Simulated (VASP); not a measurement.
Wanted: the native input for a VASP 6.6.1 run.

```
Task                   : single point
Functional             : PBEsol
Potentials or basis    : VASP PAW PBE potentials, release 64 (Sn_d, O)
Cutoff                 : 520 eV
k mesh                 : 6 × 6 × 8
Occupations            : gaussian, width 0.05 eV
Spin                   : no spin polarisation
Dipole correction      : no
Further INCAR settings : ALGO = Normal; EDIFF = 1e-07; NBANDS = 35
```

The structure of SnO2 lies in POSCAR:

```
SnO2
1.0
    4.7687243422      0.0000000000      0.0000000000
    0.0000000000      4.7687243422      0.0000000000
    0.0000000000      0.0000000000      3.2113691866
Sn O
2 4
Direct
    0.0000000000      0.0000000000     -0.0167218395
    0.5000000000      0.5000000000      0.5167218395
    0.2176265853      0.3949695495      0.0095947071
    0.2823734147      0.8949695495      0.4904052929
    0.7823734147      0.6050304505      0.0095947071
    0.7176265853      0.1050304505      0.4904052929
```

This cell differs from its parent crystal: atoms displaced along several vibrational modes.

One way to write it, as run:

INCAR

```
SYSTEM = SnO2
  PREC = Accurate
  ENCUT = 520
  EDIFF = 1E-7
  ISMEAR = 0
  SIGMA = 0.05
  LREAL = .FALSE.
  LASPH = .TRUE.
  NELM = 60
  ALGO = Normal
  ISIF = 2
  LWAVE = .FALSE.
  LCHARG = .TRUE.
  GGA = PS
  LELF = .TRUE.
  LVHAR = .TRUE.
  NBANDS = 35
```

KPOINTS

```
regular mesh
0
G
  6 6 8
  0 0 0
```

Potentials or basis: VASP PAW PBE potentials, release 64 (Sn_d, O).

The run is started by

```console
$ cat potpaw_PBE.64/Sn_d/POTCAR potpaw_PBE.64/O/POTCAR > POTCAR
$ mpirun -np 1 vasp_std > vasp.out
```

It gave:

```yaml
Pressure: -8.3 GPa
Largest_force: 2.261 eV/Å
Band_gap_on_the_k_mesh: 0.38 eV
```

Caveat: the cell differs from its parent crystal (atoms displaced along several vibrational modes); the stress differs along the axes, from -11 to -6 GPa; semilocal functionals underestimate gaps, and a narrow one can read as zero; the PAW data sets were made with another functional, which shifts forces and pressure a little; spin-orbit coupling is left out, which moves the levels of the heavy elements.

Wall time 2.7 min on 1 thread of Intel(R) Xeon(R) Platinum 8488C (Sapphire Rapids), with other jobs on the host, peak memory 0.28 GiB.
